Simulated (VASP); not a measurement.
# ZnO (Immm) in VASP: notebook

Runs on ZnO. Level: LDA. Tasks: single point.

Everything below comes from runs of VASP 6.6.1. Logs are shortened: lines on timing, memory, paths and dates and some standing lists are left out, and cuts for length are marked.

## 1. The cell of the first run

It takes space group Immm (No. 71, orthorhombic). Conventional cell: a = 3.022 Å, b = 3.114 Å, c = 4.339 Å, α = 90.00°, β = 90.00°, γ = 90.00°. Within 2.9 Å of Zn (site symmetry mmm) lie 6 O at 2.17 Å. O (site symmetry mmm) has 6 Zn at 2.17 Å within 2.9 Å.

## 2. Single point, LDA (strain -0.0300 x Voigt [0, 0, 0, 0, 1, 0])

INCAR

```
SYSTEM = ZnO
PREC     = Accurate       ! precision mode
ENCUT    = 520            ! plane-wave cutoff, eV
EDIFF    = 1E-6           ! SCF threshold, eV
ISMEAR   = 0              ! smearing method
SIGMA    = 0.05           ! smearing width, eV
LREAL    = .False.        ! projectors in reciprocal space
LASPH    = .True.         ! aspherical terms in the spheres
NELM     = 60             ! most SCF steps
ALGO     = Normal         ! electronic algorithm
ISIF     = 2              ! what is computed and relaxed
LWAVE    = .False.        ! write WAVECAR
LCHARG   = .False.        ! write CHGCAR
NBANDS   = 16             ! bands
```

KPOINTS

```
Automatic mesh
0
Gamma
  12 12 12
  0 0 0
```

POSCAR

```
ZnO
1.0
   -0.0325416300      2.1694420000      2.1694420000
    2.1369003700      0.0000000000      2.1369003700
    2.1694420000      2.1694420000     -0.0325416300
Zn O
1 1
Direct
    0.0000000000      0.0000000000      0.0000000000
    0.5000000000      0.5000000000      0.5000000000
```

Potentials or basis: VASP PAW LDA potentials, release 64 (Zn, O).

On the command line:

```bash
$ cat potpaw_LDA.64/Zn/POTCAR potpaw_LDA.64/O/POTCAR > POTCAR
$ mpirun -np 1 vasp_std > vasp.out
```

OUTCAR:

```text
SYSTEM = ZnO
   PREC = Accurate
   ENCUT = 520
   EDIFF = 1E-6
   ISMEAR = 0
   LREAL = .False.
   LASPH = .True.
   NELM = 60
   ISIF = 2

 ion  position               nearest neighbor table
   1  0.000  0.000  0.000-   2 2.17   2 2.17   2 2.17   2 2.17   2 2.17   2 2.17
   2  0.500  0.500  0.500-   1 2.17   1 2.17   1 2.17   1 2.17   1 2.17   1 2.17

  LATTYP: Found a body centered orthorhombic cell.
 ALAT       =     3.0220334847
 B/A-ratio  =     1.0304568528
 C/A-ratio  =     1.4357498095

  Lattice vectors:

 A1 = (   2.1694420000,  -2.1694420000,  -0.0325416300)
 A2 = (  -2.1694420000,  -2.1694420000,   0.0325416300)
 A3 = (   0.0325416300,   2.1694420000,  -2.1694420000)

Analysis of symmetry for initial positions (statically):
=====================================================================
 Subroutine PRICEL returns:
 Original cell was already a primitive cell.

 Routine SETGRP: Setting up the symmetry group for a
 body centered orthorhombic supercell.

 Subroutine GETGRP returns: Found  8 space group operations
 (whereof  8 operations were pure point group operations)
 out of a pool of  8 trial point group operations.

The static configuration has the point symmetry D_2h.

Analysis of symmetry for dynamics (positions and initial velocities):
=====================================================================
 Subroutine PRICEL returns:
 Original cell was already a primitive cell.

 Routine SETGRP: Setting up the symmetry group for a
 body centered orthorhombic supercell.

 Subroutine GETGRP returns: Found  8 space group operations
 (whereof  8 operations were pure point group operations)
 out of a pool of  8 trial point group operations.

The dynamic configuration has the point symmetry D_2h.

 Subroutine INISYM returns: Found  8 space group operations
 (whereof  8 operations are pure point group operations),
 and found     1 'primitive' translations

----------------------------------------------------------------------------------------

                                     Primitive cell

  volume of cell :      20.4163

  direct lattice vectors                    reciprocal lattice vectors
    -0.032541630  2.169442000  2.169442000    -0.227067991  0.230474011  0.227067991
     2.136900370  0.000000000  2.136900370     0.233983768 -0.230474011  0.233983768
     2.169442000  2.169442000 -0.032541630     0.227067991  0.230474011 -0.227067991

  length of vectors
     3.068226872  3.022033485  3.068226872     0.395269548  0.403255598  0.395269548

  position of ions in fractional coordinates (direct lattice)
     0.000000000  0.000000000  0.000000000
     0.500000000  0.500000000  0.500000000

  ion indices of the primitive-cell ions
   primitive index   ion index
                 1           1
                 2           2

----------------------------------------------------------------------------------------

 KPOINTS: Automatic mesh

Automatic generation of k-mesh.
 Grid dimensions read from file:
 generate k-points for:   12   12   12

 Generating k-lattice:

  Cartesian coordinates                     Fractional coordinates (reciprocal lattice)
    -0.018922333  0.019206168  0.018922333     0.083333333  0.000000000 -0.000000000
     0.019498647 -0.019206168  0.019498647     0.000000000  0.083333333  0.000000000
     0.018922333  0.019206168 -0.018922333     0.000000000  0.000000000  0.083333333

  Length of vectors
     0.032939129  0.033604633  0.032939129

  Shift w.r.t. Gamma in fractional coordinates (k-lattice)
     0.000000000  0.000000000  0.000000000

 Subroutine IBZKPT returns following result:
 ===========================================

 Found    280 irreducible k-points:

 Following reciprocal coordinates:
            Coordinates               Weight
  0.000000  0.000000  0.000000      1.000000
  0.083333  0.000000  0.000000      4.000000
  0.166667  0.000000  0.000000      4.000000
  0.250000  0.000000  0.000000      4.000000
  0.333333  0.000000  0.000000      4.000000
  0.416667  0.000000  0.000000      4.000000
[... 16 lines left out ...]
  0.250000  0.166667  0.000000      8.000000
  0.333333  0.166667  0.000000      8.000000
 [... further k-points ...]
   k-points           NKPTS =    280   k-points in BZ     NKDIM =    280   number of bands    NBANDS=     16
   number of dos      NEDOS =    301   number of ions     NIONS =      2
   total plane-waves  NPLWV =  13824
   dimension x,y,z NGX =    24 NGY =   24 NGZ =   24
   dimension x,y,z NGXF=    48 NGYF=   48 NGZF=   48
   ions per type =               1   1
   NGX,Y,Z   is equivalent  to a cutoff of  13.00, 13.20, 13.00 a.u.
   NGXF,Y,Z  is equivalent  to a cutoff of  26.01, 26.41, 26.01 a.u.
 SYSTEM =  ZnO
   PREC   = accura    normal or accurate (medium, high low for compatibility)
   ISTART =      0    job   : 0-new  1-cont  2-samecut
   ICHARG =      2    charge: 1-file 2-atom 10-const
   ISPIN  =      1    spin polarized calculation?
   LNONCOLLINEAR =      F non collinear calculations
   LSORBIT =      F    spin-orbit coupling
   LASPH  =      T    aspherical Exc in radial PAW
   ENCUT  =  520.0 eV  38.22 Ry    6.18 a.u.   5.70  5.62  5.70*2*pi/ulx,y,z
   NELM   =     60;   NELMIN=  2; NELMDL= -5     # of ELM steps
   EDIFF  = 0.1E-05   stopping-criterion for ELM
   LREAL  =      F    real-space projection
   EDIFFG = 0.1E-04   stopping-criterion for IOM
   NSW    =      0    number of steps for IOM
   IBRION =     -1    ionic relax: 0-MD 1-quasi-New 2-CG
   NFREE  =      0    steps in history (QN), initial steepest desc. (CG)
   ISIF   =      2    stress and relaxation
   ISYM   =      2    0-nonsym 1-usesym 2-fastsym
   POTIM  = 0.5000    time-step for ionic-motion
   TEBEG  =    0.0;   TEEND  =   0.0 temperature during run
   PSTRESS=    0.0 pullay stress
   NELECT =      18.0000    total number of electrons
   NUPDOWN=      -1.0000    fix difference up-down
   EMIN   =  10.00;   EMAX   =-10.00  energy-range for DOS
   EFERMI =   0.00;   METHOD = LEGACY
   ISMEAR =     0;   SIGMA  =   0.05  broadening in eV -4-tet -1-fermi 0-gaus
   EFERMI_NEDOS =   21; number of points for ismear=-14 and -15
   IALGO  =     38    algorithm
   IMIX   =      4    mixing-type and parameters
     AMIX     =   0.40;   BMIX     =  1.00
     AMIX_MAG =   1.60;   BMIX_MAG =  1.00
  volume/ion in A,a.u.               =      10.21        68.89
  Fermi-wavevector in a.u.,A,eV,Ry     =   1.569785  2.966464 33.527820  2.464225
  Thomas-Fermi vector in A             =   2.671616
   LORBIT       =      0    0 simple, 1 ext, 2 COOP (PROOUT), +10 PAW based schemes
   GGA     = CA    functional components
   LHFCALC =     F    Hartree Fock is set to
   AEXX    =    0.0000 exact exchange contribution
   IVDW    =     0    specifies the selected vdW correction
   LEPSILON=     F    determine dielectric tensor
   LRPA    =     F    only Hartree local field effects (RPA)
 non-spin polarized calculation
 Gauss-broadening in eV      SIGMA  =   0.05
  energy-cutoff  :      520.00
  volume of cell :       20.42
 maximum number of plane-waves:       561
   NGX = 11   NGY = 11   NGZ = 11

 number of electron      18.0000005 magnetization

 Free energy of the ion-electron system (eV)
  ---------------------------------------------------
  ext. energy  EPLUGINS =         0.00000000
  ---------------------------------------------------
  free energy    TOTEN  =       -10.28589727 eV

  energy without entropy =      -10.28589727  energy(sigma->0) =      -10.28589727

 E-fermi :   2.2658     XC(G=0): -12.5640

 val. band max:        2.0633602566   @ k =   0.5000   0.0000   0.0000
 cond. band min:       2.7152745579   @ k =   0.0000   0.0000   0.0000
 fundamental gap:      0.6519143014
 Fermi energy:         2.2658034830

 k-point     1 :       0.0000    0.0000    0.0000
  band No.  band energies     occupation
      1     -15.9259      2.00000
      2      -2.8823      2.00000
      3      -2.8729      2.00000
      4      -2.8450      2.00000
      5      -2.6647      2.00000
      6      -2.6609      2.00000
[... 8 lines left out ...]
     15      20.3932      0.00000
     16      20.7639      0.00000

 k-point     2 :       0.0833    0.0000    0.0000
  band No.  band energies     occupation
      1     -15.8529      2.00000
      2      -2.9260      2.00000
      3      -2.8875      2.00000
      4      -2.8451      2.00000
      5      -2.7200      2.00000
      6      -2.7136      2.00000
[... 8 lines left out ...]
     15      20.8058      0.00000
     16      21.1640      0.00000

 k-point     3 :       0.1667    0.0000    0.0000
  band No.  band energies     occupation
      1     -15.6454      2.00000
      2      -3.1324      2.00000
      3      -3.0314      2.00000
      4      -2.9783      2.00000
      5      -2.7238      2.00000
      6      -2.7216      2.00000
[... 8 lines left out ...]
     15      21.3318      0.00000
     16      21.8699      0.00000

 k-point     4 :       0.2500    0.0000    0.0000
  band No.  band energies     occupation
      1     -15.3408      2.00000
      2      -3.6450      2.00000
      3      -3.2763      2.00000
      4      -3.2099      2.00000
      5      -2.6540      2.00000
      6      -2.6435      2.00000
[... 8 lines left out ...]
     15      22.2868      0.00000
     16      22.8790      0.00000

 k-point     5 :       0.3333    0.0000    0.0000
  band No.  band energies     occupation
      1     -15.0062      2.00000
      2      -4.3545      2.00000
      3      -3.5010      2.00000
      4      -3.4230      2.00000
      5      -2.5732      2.00000
      6      -2.5578      2.00000
[... 8 lines left out ...]
     15      23.5402      0.00000
     16      24.1620      0.00000

 k-point     6 :       0.4167    0.0000    0.0000
  band No.  band energies     occupation
      1     -14.7373      2.00000
      2      -4.9274      2.00000
      3      -3.6529      2.00000
      4      -3.5677      2.00000
      5      -2.5121      2.00000
      6      -2.4933      2.00000
[... 8 lines left out ...]
     15      24.9022      0.00000
     16      25.5275      0.00000

 k-point     7 :       0.5000    0.0000    0.0000
  band No.  band energies     occupation
      1     -14.6326      2.00000
      2      -5.1431      2.00000
      3      -3.7061      2.00000
      4      -3.6185      2.00000
      5      -2.4895      2.00000
      6      -2.4694      2.00000
[... 8 lines left out ...]
     15      25.6926      0.00000
     16      26.2809      0.00000

 k-point     8 :       0.0000    0.0833    0.0000
  band No.  band energies     occupation
      1     -15.8491      2.00000
      2      -2.8972      2.00000
      3      -2.8820      2.00000
      4      -2.8494      2.00000
      5      -2.7338      2.00000
      6      -2.7334      2.00000
[... 8 lines left out ...]
     15      20.5704      0.00000
     16      21.0090      0.00000

 k-point     9 :       0.0833    0.0833    0.0000
  band No.  band energies     occupation
      1     -15.8268      2.00000
      2      -2.8980      2.00000
      3      -2.8908      2.00000
      4      -2.8533      2.00000
      5      -2.8518      2.00000
      6      -2.6501      2.00000
[... 8 lines left out ...]
     15      21.9626      0.00000
     16      22.3651      0.00000
[... 172 lines left out ...]
 k-point    19 :      -0.0833    0.0833   -0.0000
  band No.  band energies     occupation
      1     -15.7310      2.00000
      2      -2.9842      2.00000
      3      -2.9587      2.00000
      4      -2.9192      2.00000
      5      -2.8235      2.00000
      6      -2.6792      2.00000
[... 8 lines left out ...]
     15      20.9150      0.00000
     16      22.2342      0.00000

 k-point    20 :       0.0000    0.1667    0.0000
  band No.  band energies     occupation
      1     -15.6313      2.00000
      2      -3.0835      2.00000
      3      -3.0336      2.00000
      4      -2.9809      2.00000
      5      -2.7465      2.00000
      6      -2.7456      2.00000
[... 8 lines left out ...]
     15      21.1706      0.00000
     16      21.6908      0.00000

 k-point    21 :       0.0833    0.1667    0.0000
  band No.  band energies     occupation
      1     -15.6572      2.00000
      2      -3.1473      2.00000
      3      -2.9675      2.00000
      4      -2.8868      2.00000
      5      -2.8279      2.00000
      6      -2.6727      2.00000
[... 8 lines left out ...]
     15      21.9361      0.00000
     16      23.1891      0.00000

 k-point    22 :       0.1667    0.1667    0.0000
  band No.  band energies     occupation
      1     -15.5551      2.00000
      2      -3.3883      2.00000
      3      -2.9627      2.00000
      4      -2.8430      2.00000
      5      -2.8385      2.00000
      6      -2.6175      2.00000
[... 8 lines left out ...]
     15      24.7017      0.00000
     16      25.0197      0.00000

 k-point    23 :       0.2500    0.1667    0.0000
  band No.  band energies     occupation
      1     -15.3438      2.00000
      2      -3.6821      2.00000
      3      -3.0660      2.00000
      4      -2.9067      2.00000
      5      -2.7859      2.00000
      6      -2.5739      2.00000
[... 8 lines left out ...]
     15      25.4891      0.00000
     16      25.7780      0.00000

 k-point    24 :       0.3333    0.1667    0.0000
  band No.  band energies     occupation
      1     -15.0666      2.00000
      2      -4.0023      2.00000
      3      -3.2668      2.00000
      4      -3.0905      2.00000
      5      -2.7133      2.00000
      6      -2.5116      2.00000
[... 8 lines left out ...]
     15      25.5501      0.00000
     16      26.1675      0.00000

 [... further k-points ...]
[... 5 lines left out ...]
  --------------------------------------------------------------------------------------
  -------------------------------------------------------------------------------------
  Total       -1.7683333     -1.7826799     -1.7683333      0.0000000      0.0000000      0.3340447
  in kB     -138.7708719   -139.8967224   -138.7708719      0.0000000      0.0000000     26.2143285
  external PRESSURE =    -139.1461554 kB  Pullay stress =       0.0000000 kB

 VOLUME and BASIS-vectors are now :
 -----------------------------------------------------------------------------
  energy-cutoff  :      520.00
  volume of cell :       20.42
      direct lattice vectors                 reciprocal lattice vectors
    -0.032541630  2.169442000  2.169442000    -0.227067991  0.230474011  0.227067991
     2.136900370  0.000000000  2.136900370     0.233983768 -0.230474011  0.233983768
     2.169442000  2.169442000 -0.032541630     0.227067991  0.230474011 -0.227067991

 POSITION                                       TOTAL-FORCE (eV/Angst)
 -----------------------------------------------------------------------------------
      0.00000      0.00000      0.00000        -0.000000     -0.000000     -0.000000
      2.13690      2.16944      2.13690         0.000000      0.000000      0.000000
 -----------------------------------------------------------------------------------
    total drift:                                0.000000     -0.000000     -0.000000

  FREE ENERGIE OF THE ION-ELECTRON SYSTEM (eV)
  ---------------------------------------------------
  free  energy   TOTEN  =       -10.2858972690 eV

  energy  without entropy=      -10.2858972690  energy(sigma->0) =      -10.28589727
```

Wall time 1.7 min (1 thread of Intel Xeon 8259CL, shared host); peak memory 0.2 GiB.

Results:

| Property | Result |
| --- | --- |
| Free energy | -10.2859 eV |
| Pressure | -13.9 GPa |
| Band gap on the k mesh | 0.65 eV, indirect (least direct gap 1.78 eV) |

Levels at points of the mesh, in eV from the valence-band top:
```tsv
k point	band 7	band 8	band 9	band 10	band 11	band 12
(0.00, 0.00, 0.00)	-1.35	-1.24	-1.12	0.65	17.16	17.58
(0.50, 0.00, 0.00)	-3.73	-0.02	0.00	5.34	8.44	12.42
(0.00, 0.50, 0.00)	-3.65	-0.05	-0.04	5.13	8.68	12.02
(0.50, 0.50, 0.00)	-4.14	-2.63	-2.63	3.81	10.23	11.05
(0.50, 0.00, 0.50)	-4.13	-2.81	-2.44	3.78	10.25	11.08
```

Caveat: the cell differs from its parent crystal (strain -0.0300 x Voigt [0, 0, 0, 0, 1, 0]).

(Part 1 of 2 ends here.)
